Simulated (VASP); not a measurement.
# KTaO3 (Pmmm) in VASP: single point with PBEsol

Aim: the single point of KTaO3 with PBEsol.

All numbers are computed with VASP 6.6.1; they aren't measurements. Logs are shortened: lines on timing, memory, paths and dates and some standing lists are left out, and cuts for length are marked.

### 1 The cell of the first run

The structure is orthorhombic, space group Pmmm (No. 47). The conventional cell has a = 3.686 Å, b = 3.985 Å, c = 4.424 Å, α = 90.00°, β = 90.00°, γ = 90.00°. Within 3.6 Å of K (site symmetry mmm) lie 12 O at 2.71 to 2.98 Å and 8 Ta at 3.50 Å. Within 2.4 Å of Ta (site symmetry mmm) lie 6 O at 1.84 to 2.21 Å. O (site symmetry mmm) has 2 Ta at 1.84 Å within 2.4 Å. Within 2.6 Å of O (site symmetry mmm) lie 2 Ta at 1.99 Å. O (site symmetry mmm) has 2 Ta at 2.21 Å and 4 K at 2.71 Å and 4 O at 2.88 Å within 2.9 Å.

### 2 Single point, PBEsol (normal strain along x -0.0750, normal strain along z +0.1100)

Input file INCAR:

```
SYSTEM = KTaO3
PREC     = Accurate       ! precision mode
ENCUT    = 520            ! plane-wave cutoff, eV
EDIFF    = 1E-6           ! SCF threshold, eV
ISMEAR   = 0              ! smearing method
SIGMA    = 0.05           ! smearing width, eV
LREAL    = .False.        ! projectors in reciprocal space
LASPH    = .True.         ! aspherical terms in the spheres
NELM     = 80             ! most SCF steps
ALGO     = Normal         ! electronic algorithm
ISIF     = 2              ! what is computed and relaxed
LWAVE    = .False.        ! write WAVECAR
LCHARG   = .True.         ! write CHGCAR
GGA      = PS             ! functional
LELF     = .True.         ! ELF
LVHAR    = .True.       
NBANDS   = 27             ! bands
```

Input file KPOINTS:

```
Automatic mesh
0
Gamma
  8 8 8
  0 0 0
```

Input file POSCAR:

```
KTaO3
1.0
    3.6864562343      0.0000000000      0.0000000000
    0.0000000000      3.9853580911      0.0000000000
    0.0000000000      0.0000000000      4.4237474811
K Ta O
1 1 3
Direct
    0.5000000000      0.5000000000      0.5000000000
    0.0000000000      0.0000000000      0.0000000000
    0.5000000000      0.0000000000      0.0000000000
    0.0000000000      0.5000000000      0.0000000000
    0.0000000000      0.0000000000      0.5000000000
```

Potentials or basis: VASP PAW PBE potentials, release 64 (K_sv, Ta_pv, O).

Run with:

```bash
cat potpaw_PBE.64/K_sv/POTCAR potpaw_PBE.64/Ta_pv/POTCAR potpaw_PBE.64/O/POTCAR > POTCAR
mpirun -np 1 vasp_std > vasp.out
```

OUTCAR:

```text
SYSTEM = KTaO3
   PREC = Accurate
   ENCUT = 520
   EDIFF = 1E-6
   ISMEAR = 0
   LREAL = .False.
   LASPH = .True.
   NELM = 80
   ISIF = 2
   GGA = PS

 ion  position               nearest neighbor table
   1  0.500  0.500  0.500-   5 2.71   5 2.71   5 2.71   5 2.71   4 2.88   4 2.88   4 2.88   4 2.88
                             2 3.50   2 3.50   2 3.50   2 3.50   2 3.50   2 3.50   2 3.50   2 3.50
   2  0.000  0.000  0.000-   3 1.84   3 1.84   4 1.99   4 1.99   5 2.21   5 2.21   1 3.50   1 3.50
                             1 3.50   1 3.50   1 3.50   1 3.50   1 3.50   1 3.50
   3  0.500  0.000  0.000-   2 1.84   2 1.84
   4  0.000  0.500  0.000-   2 1.99   2 1.99   1 2.88   1 2.88   1 2.88   1 2.88
   5  0.000  0.000  0.500-   2 2.21   2 2.21   1 2.71   1 2.71   1 2.71   1 2.71

  LATTYP: Found a simple orthorhombic cell.
 ALAT       =     3.6864562343
 B/A-ratio  =     1.0810810811
 C/A-ratio  =     1.2000000000

  Lattice vectors:

 A1 = (   3.6864562343,   0.0000000000,   0.0000000000)
 A2 = (   0.0000000000,   3.9853580911,   0.0000000000)
 A3 = (   0.0000000000,   0.0000000000,   4.4237474811)

Analysis of symmetry for initial positions (statically):
=====================================================================
 Subroutine PRICEL returns:
 Original cell was already a primitive cell.

 Routine SETGRP: Setting up the symmetry group for a
 simple orthorhombic supercell.

 Subroutine GETGRP returns: Found  8 space group operations
 (whereof  8 operations were pure point group operations)
 out of a pool of  8 trial point group operations.

The static configuration has the point symmetry D_2h.

Analysis of symmetry for dynamics (positions and initial velocities):
=====================================================================
 Subroutine PRICEL returns:
 Original cell was already a primitive cell.

 Routine SETGRP: Setting up the symmetry group for a
 simple orthorhombic supercell.

 Subroutine GETGRP returns: Found  8 space group operations
 (whereof  8 operations were pure point group operations)
 out of a pool of  8 trial point group operations.

The dynamic configuration has the point symmetry D_2h.

 Subroutine INISYM returns: Found  8 space group operations
 (whereof  8 operations are pure point group operations),
 and found     1 'primitive' translations

----------------------------------------------------------------------------------------

                                     Primitive cell

  volume of cell :      64.9930

  direct lattice vectors                    reciprocal lattice vectors
     3.686456234  0.000000000  0.000000000     0.271263223  0.000000000  0.000000000
     0.000000000  3.985358091  0.000000000     0.000000000  0.250918481  0.000000000
     0.000000000  0.000000000  4.423747481     0.000000000  0.000000000  0.226052686

  length of vectors
     3.686456234  3.985358091  4.423747481     0.271263223  0.250918481  0.226052686

  position of ions in fractional coordinates (direct lattice)
     0.500000000  0.500000000  0.500000000
     0.000000000  0.000000000  0.000000000
     0.500000000  0.000000000  0.000000000
     0.000000000  0.500000000  0.000000000
     0.000000000  0.000000000  0.500000000

  ion indices of the primitive-cell ions
   primitive index   ion index
                 1           1
                 2           2
                 3           3
                 4           4
                 5           5

----------------------------------------------------------------------------------------

 KPOINTS: Automatic mesh

Automatic generation of k-mesh.
 Grid dimensions read from file:
 generate k-points for:    8    8    8

 Generating k-lattice:

  Cartesian coordinates                     Fractional coordinates (reciprocal lattice)
     0.033907903  0.000000000  0.000000000     0.125000000  0.000000000  0.000000000
     0.000000000  0.031364810  0.000000000     0.000000000  0.125000000  0.000000000
     0.000000000  0.000000000  0.028256586     0.000000000  0.000000000  0.125000000

  Length of vectors
     0.033907903  0.031364810  0.028256586

  Shift w.r.t. Gamma in fractional coordinates (k-lattice)
     0.000000000  0.000000000  0.000000000

 Subroutine IBZKPT returns following result:
 ===========================================

 Found    125 irreducible k-points:

 Following reciprocal coordinates:
            Coordinates               Weight
  0.000000  0.000000  0.000000      1.000000
  0.125000  0.000000  0.000000      2.000000
  0.250000  0.000000  0.000000      2.000000
  0.375000  0.000000  0.000000      2.000000
  0.500000  0.000000  0.000000      1.000000
  0.000000  0.125000  0.000000      2.000000
[... 16 lines left out ...]
  0.250000  0.500000  0.000000      2.000000
  0.375000  0.500000  0.000000      2.000000
 [... further k-points ...]
   k-points           NKPTS =    125   k-points in BZ     NKDIM =    125   number of bands    NBANDS=     27
   number of dos      NEDOS =    301   number of ions     NIONS =      5
   total plane-waves  NPLWV =  30240
   dimension x,y,z NGX =    28 NGY =   30 NGZ =   36
   dimension x,y,z NGXF=    56 NGYF=   60 NGZF=   72
   ions per type =               1   1   3
   NGX,Y,Z   is equivalent  to a cutoff of  12.63, 12.51, 13.53 a.u.
   NGXF,Y,Z  is equivalent  to a cutoff of  25.25, 25.03, 27.06 a.u.
 SYSTEM =  KTaO3
   PREC   = accura    normal or accurate (medium, high low for compatibility)
   ISTART =      0    job   : 0-new  1-cont  2-samecut
   ICHARG =      2    charge: 1-file 2-atom 10-const
   ISPIN  =      1    spin polarized calculation?
   LNONCOLLINEAR =      F non collinear calculations
   LSORBIT =      F    spin-orbit coupling
   LASPH  =      T    aspherical Exc in radial PAW
   ENCUT  =  520.0 eV  38.22 Ry    6.18 a.u.   6.85  7.41  8.23*2*pi/ulx,y,z
   NELM   =     80;   NELMIN=  2; NELMDL= -5     # of ELM steps
   EDIFF  = 0.1E-05   stopping-criterion for ELM
   LREAL  =      F    real-space projection
   EDIFFG = 0.1E-04   stopping-criterion for IOM
   NSW    =      0    number of steps for IOM
   IBRION =     -1    ionic relax: 0-MD 1-quasi-New 2-CG
   NFREE  =      0    steps in history (QN), initial steepest desc. (CG)
   ISIF   =      2    stress and relaxation
   ISYM   =      2    0-nonsym 1-usesym 2-fastsym
   POTIM  = 0.5000    time-step for ionic-motion
   TEBEG  =    0.0;   TEEND  =   0.0 temperature during run
   PSTRESS=    0.0 pullay stress
   NELECT =      38.0000    total number of electrons
   NUPDOWN=      -1.0000    fix difference up-down
   EMIN   =  10.00;   EMAX   =-10.00  energy-range for DOS
   EFERMI =   0.00;   METHOD = LEGACY
   ISMEAR =     0;   SIGMA  =   0.05  broadening in eV -4-tet -1-fermi 0-gaus
   EFERMI_NEDOS =   21; number of points for ismear=-14 and -15
   IALGO  =     38    algorithm
   IMIX   =      4    mixing-type and parameters
     AMIX     =   0.40;   BMIX     =  1.00
     AMIX_MAG =   1.60;   BMIX_MAG =  1.00
  volume/ion in A,a.u.               =      13.00        87.72
  Fermi-wavevector in a.u.,A,eV,Ry     =   1.368927  2.586898 25.496807  1.873962
  Thomas-Fermi vector in A             =   2.494848
   LORBIT       =      0    0 simple, 1 ext, 2 COOP (PROOUT), +10 PAW based schemes
   GGA     = PS    functional components
   LHFCALC =     F    Hartree Fock is set to
   AEXX    =    0.0000 exact exchange contribution
   IVDW    =     0    specifies the selected vdW correction
   LEPSILON=     F    determine dielectric tensor
   LRPA    =     F    only Hartree local field effects (RPA)
 non-spin polarized calculation
 Gauss-broadening in eV      SIGMA  =   0.05
  energy-cutoff  :      520.00
  volume of cell :       64.99
 maximum number of plane-waves:      1776
 NGX is ok and might be reduce to    28
   NGX = 13   NGY = 15   NGZ = 17

 number of electron      37.9999984 magnetization

 Free energy of the ion-electron system (eV)
  ---------------------------------------------------
  ext. energy  EPLUGINS =         0.00000000
  ---------------------------------------------------
  free energy    TOTEN  =       -41.73041219 eV

  energy without entropy =      -41.73041219  energy(sigma->0) =      -41.73041219

 E-fermi :   1.9206     XC(G=0): -11.0001

 val. band max:        1.6753173201   @ k =   0.5000   0.5000   0.5000
 cond. band min:       3.3865050753   @ k =   0.0000   0.0000   0.0000
 fundamental gap:      1.7111877551
 Fermi energy:         1.9205844251

 k-point     1 :       0.0000    0.0000    0.0000
  band No.  band energies     occupation
      1     -32.8985      2.00000
      2     -32.6519      2.00000
      3     -32.5924      2.00000
      4     -25.5481      2.00000
      5     -16.9474      2.00000
      6     -15.5619      2.00000
[... 19 lines left out ...]
     26       9.7217      0.00000
     27      10.0145      0.00000

 k-point     2 :       0.1250    0.0000    0.0000
  band No.  band energies     occupation
      1     -32.9341      2.00000
      2     -32.6503      2.00000
      3     -32.5908      2.00000
      4     -25.5410      2.00000
      5     -16.6877      2.00000
      6     -15.5578      2.00000
[... 19 lines left out ...]
     26      10.1741      0.00000
     27      10.4074      0.00000

 k-point     3 :       0.2500    0.0000    0.0000
  band No.  band energies     occupation
      1     -33.0185      2.00000
      2     -32.6465      2.00000
      3     -32.5869      2.00000
      4     -25.5239      2.00000
      5     -16.0319      2.00000
      6     -15.5120      2.00000
[... 19 lines left out ...]
     26      10.7951      0.00000
     27      11.4046      0.00000

 k-point     4 :       0.3750    0.0000    0.0000
  band No.  band energies     occupation
      1     -33.1006      2.00000
      2     -32.6427      2.00000
      3     -32.5830      2.00000
      4     -25.5069      2.00000
      5     -15.6759      2.00000
      6     -15.0286      2.00000
[... 19 lines left out ...]
     26      11.4191      0.00000
     27      11.7318      0.00000
[... 516 lines left out ...]
      4     -25.5150      2.00000
      5     -16.6460      2.00000
      6     -14.4204      2.00000
[... 19 lines left out ...]
     26      11.9256      0.00000
     27      12.0620      0.00000

 k-point    23 :       0.2500    0.5000    0.0000
  band No.  band energies     occupation
      1     -33.0146      2.00000
      2     -32.7375      2.00000
      3     -32.5833      2.00000
      4     -25.5028      2.00000
      5     -15.9334      2.00000
      6     -14.4210      2.00000
[... 19 lines left out ...]
     26      12.0552      0.00000
     27      12.3454      0.00000

 k-point    24 :       0.3750    0.5000    0.0000
  band No.  band energies     occupation
      1     -33.0963      2.00000
      2     -32.7331      2.00000
      3     -32.5794      2.00000
      4     -25.4906      2.00000
      5     -15.0764      2.00000
      6     -14.4221      2.00000
[... 19 lines left out ...]
     26      12.3185      0.00000
     27      12.7133      0.00000

 [... further k-points ...]
[... 5 lines left out ...]
  --------------------------------------------------------------------------------------
  -------------------------------------------------------------------------------------
  Total       16.2959248     -0.1288060    -10.3377741      0.0000000      0.0000000      0.0000000
  in kB      401.7194256     -3.1752645   -254.8419151      0.0000000      0.0000000      0.0000000
  external PRESSURE =      47.9007486 kB  Pullay stress =       0.0000000 kB

 VOLUME and BASIS-vectors are now :
 -----------------------------------------------------------------------------
  energy-cutoff  :      520.00
  volume of cell :       64.99
      direct lattice vectors                 reciprocal lattice vectors
     3.686456234  0.000000000  0.000000000     0.271263223  0.000000000  0.000000000
     0.000000000  3.985358091  0.000000000     0.000000000  0.250918481  0.000000000
     0.000000000  0.000000000  4.423747481     0.000000000  0.000000000  0.226052686

 POSITION                                       TOTAL-FORCE (eV/Angst)
 -----------------------------------------------------------------------------------
      1.84323      1.99268      2.21187         0.000000      0.000000      0.000000
      0.00000      0.00000      0.00000         0.000000      0.000000      0.000000
      1.84323      0.00000      0.00000         0.000000      0.000000      0.000000
      0.00000      1.99268      0.00000         0.000000      0.000000      0.000000
      0.00000      0.00000      2.21187         0.000000      0.000000      0.000000
 -----------------------------------------------------------------------------------
    total drift:                                0.000000      0.000000     -0.000000

  FREE ENERGIE OF THE ION-ELECTRON SYSTEM (eV)
  ---------------------------------------------------
  free  energy   TOTEN  =       -41.7304121868 eV

  energy  without entropy=      -41.7304121868  energy(sigma->0) =      -41.73041219
```

It took 1.9 min on 1 thread of AMD EPYC 9R45 (Zen 5), shared host; peak memory 0.3 GiB.

Results:

* Free energy: -41.7304 eV
* Pressure: 4.8 GPa
* Band gap on the k mesh: 1.71 eV, indirect (least direct gap 1.99 eV)

Stress tensor (GPa, compression positive):
```
 40.17   0.00   0.00
  0.00  -0.32   0.00
  0.00   0.00 -25.48
```

Caveat: the cell differs from its parent crystal (normal strain along x -0.0750, normal strain along z +0.1100); the PAW data sets were made with another functional, which shifts forces and pressure a little; spin-orbit coupling is left out, which moves the levels of the heavy elements. A k mesh can miss the band edges.
